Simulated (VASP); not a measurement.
**Ir2O3: single point with PBE**

The system is Ir2O3.

```xyz
10
Lattice="4.7748 0.0000 0.0000 0.0000 4.7748 0.0000 0.0000 0.0000 4.7748" Properties=species:S:1:pos:R:3 pbc="T T T"
Ir    1.1937    1.1937    1.1937
Ir    3.5811    3.5811    1.1937
Ir    3.5811    1.1937    3.5811
Ir    1.1937    3.5811    3.5811
O     2.3874    0.0000    0.0000
O     0.0000    2.3874    0.0000
O     0.0000    0.0000    2.3874
O     2.3874    2.3874    0.0000
O     2.3874    0.0000    2.3874
O     0.0000    2.3874    2.3874
```

| Quantity | Value |
| --- | --- |
| Program | VASP 6.6.1 |
| Task | single point |
| Functional | PBE |
| Potentials or basis | VASP PAW PBE potentials, release 64 (Ir, O) |
| Cutoff | 520 eV |
| k mesh | 12 × 12 × 12 |
| Occupations | fermi-dirac, width 0.0612256 eV |
| Spin | no spin polarisation |
| Dipole correction | no |
| Further INCAR settings | ALGO = Normal; EDIFF = 1e-07; NBANDS = 47 |

| Quantity | Value |
| --- | --- |
| Pressure | 7.0 GPa |
| Band gap on the k mesh | 0.28 eV |

Levels at points of the mesh, in eV from the valence-band top:
| k point | band 34 | band 35 | band 36 | band 37 | band 38 | band 39 |
| --- | --- | --- | --- | --- | --- | --- |
| (0.00, 0.00, 0.00) | 0.00 | 0.00 | 0.00 | 0.28 | 0.28 | 2.11 |
| (0.50, 0.00, 0.00) | -0.82 | -0.17 | -0.17 | 0.87 | 0.87 | 2.07 |
| (0.50, 0.50, 0.00) | -0.66 | -0.51 | -0.51 | 1.45 | 1.45 | 1.69 |
| (0.50, 0.50, 0.50) | -0.37 | -0.37 | -0.37 | 0.35 | 0.35 | 0.35 |

Wall time 4.1 min on 1 thread of Intel(R) Xeon(R) 6975P-C (Granite Rapids), on a shared host, peak memory 0.42 GiB.

Caveat: the cell stands under pressure; spin-orbit coupling is left out, which moves the levels of the heavy elements. A k mesh can miss the band edges.
